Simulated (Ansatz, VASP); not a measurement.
Sr: VASP beside Ansatz

File INCAR:

```
SYSTEM = Sr
  ALGO = Normal
  EDIFF = 1E-7
  EDIFFG = -0.005
  ENCUT = 600
  GGA = PE
  IBRION = 2
  ISIF = 3
  ISMEAR = 0
  LASPH = .True.
  LCHARG = .False.
  LREAL = .False.
  LWAVE = .False.
  NELM = 100
  NSW = 100
  PREC = Accurate
  SIGMA = 0.1
```

Contents of KPOINTS:

```
k-points
0
Gamma
  12 12 6
  0 0 0
```

POSCAR

```
Sr
1.0
    4.3100002207      0.0000000000      0.0000000000
   -2.1550001104      3.7325696814      0.0000000000
    0.0000000000      0.0000000000      7.0500000000
Sr
2
Direct
    0.3333333333      0.6666666667      0.2500000000
    0.6666666667      0.3333333333      0.7500000000
```

Input for Ansatz:

```yaml
crystal:
  lattice:
    - [4.3100002207, 0.0, 0.0]
    - [-2.1550001104, 3.7325696814, 0.0]
    - [0.0, 0.0, 7.05]
  atoms:
    - { symbol: Sr, position: [0.3333333333, 0.6666666667, 0.25] }
    - { symbol: Sr, position: [0.6666666667, 0.3333333333, 0.75] }
basis:
  ecutwfc: 420
kpoints:
  mp_grid: { grid: [12, 12, 6] }
hamiltonian:
  xc: pbe
scf:
  occupations: { method: gaussian, width: 0.1 }
output:
  forces: true
  stress: true
  eigenvalues: true
  write_density: true
  write_potential: true
  elf: true
  volumetric_format: npy
relax:
  adjacent_minimum: "off"
  f_tol: 0.005
  max_steps: 80
  cell: { stress_tol: 0.05 }
```

Alike in both runs: task relaxation of cell and atoms; functional PBE; k mesh 12 × 12 × 6; occupations gaussian, width 0.1 eV; no spin polarisation.

|  | VASP | Ansatz |
| --- | --- | --- |
| version | VASP 6.6.1 | Ansatz 0.2.0 |
| potentials or method | VASP PAW PBE potentials, release 64 (Sr_sv), cutoff 600 eV | scalar-relativistic, plane waves, PAW |
| valence electrons in the cell | 20 | 20 |

|  | VASP | Ansatz | Ansatz less VASP |
| --- | --- | --- | --- |
| gap on the k mesh at the Fermi level, each at its own relaxed structure (eV) | none | none | - |
| relaxed volume (Å³/atom) | 55.39 | 55.31 | -0.079 |
| relaxed length of the cell vector where the two differ most in proportion (Å) | 4.271 | 4.268 | -0.0036 |

A gap of «none» marks a metal or a gap that the smearing closes.
